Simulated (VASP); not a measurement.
Wanted: the native input for a VASP 6.6.1 run.

| Item | Value |
| --- | --- |
| Task | single point |
| Functional | r2SCAN |
| Potentials or basis | VASP PAW PBE potentials, release 64 (Sn_d) |
| Cutoff | 520 eV |
| k mesh | 12 × 12 × 12 |
| Occupations | gaussian, width 0.5 eV |
| Spin | no spin polarisation |
| Dipole correction | no |
| Further INCAR settings | ALGO = Normal; EDIFF = 1e-06; NBANDS = 13 |

Sn:

```
Sn
1.0
    -1.89465    1.89465    1.89465
     1.89465   -1.89465    1.89465
     1.89465    1.89465   -1.89465
Sn
1
Direct
  0.00000 0.00000 0.00000
```

The input as run:

POSCAR

```
Sn
1.0
   -1.8946518200      1.8946518200      1.8946518200
    1.8946518200     -1.8946518200      1.8946518200
    1.8946518200      1.8946518200     -1.8946518200
Sn
1
Direct
    0.0000000000      0.0000000000      0.0000000000
```

INCAR.step1

```
ALGO     = Normal         # electronic algorithm
EDIFF    = 1E-4           # SCF threshold, eV
ENCUT    = 520            # plane-wave cutoff, eV
GGA      = PE             # functional
ISMEAR   = 0              # smearing method
LASPH    = True           # aspherical terms in the spheres
LCHARG   = False          # write CHGCAR
LREAL    = False          # projectors in reciprocal space
LWAVE    = True           # write WAVECAR
NBANDS   = 13             # bands
NELM     = 60             # most SCF steps
PREC     = Accurate       # precision mode
SIGMA    = 0.5            # smearing width, eV
```

INCAR.step2

```
ALGO     = Normal         # electronic algorithm
EDIFF    = 1E-6           # SCF threshold, eV
ENCUT    = 520            # plane-wave cutoff, eV
ISIF     = 2              # what is computed and relaxed
ISMEAR   = 0              # smearing method
ISTART   = 1            
LASPH    = True           # aspherical terms in the spheres
LCHARG   = True           # write CHGCAR
LELF     = True           # ELF
LMIXTAU  = True         
LREAL    = False          # projectors in reciprocal space
LVHAR    = True         
LWAVE    = False          # write WAVECAR
METAGGA  = R2SCAN         # meta-GGA
NBANDS   = 13             # bands
NELM     = 60             # most SCF steps
PREC     = Accurate       # precision mode
SIGMA    = 0.5            # smearing width, eV
```

KPOINTS

```
k-points
0
Gamma
  12 12 12
```

Potentials or basis: VASP PAW PBE potentials, release 64 (Sn_d).

Launch:

```sh
$ cat potpaw_PBE.64/Sn_d/POTCAR > POTCAR
$ cp INCAR.step1 INCAR
$ mpirun -np 1 vasp_std > vasp.out
$ cp INCAR.step2 INCAR
$ mpirun -np 1 vasp_std > vasp.out
```

It gave:

```json
{
 "Pressure": "-0.4 GPa",
 "Band gap on the k mesh": "zero (band 7 reaches 16.44 eV, above the bottom of band 8 at 5.41 eV)"
}
```

Caveat: the PAW data sets were made with another functional, which shifts forces and pressure a little; spin-orbit coupling is left out, which moves the levels of the heavy elements.

Wall time 100 s on 1 thread of AMD EPYC 7R13, with other jobs on the host, peak memory 0.13 GiB.
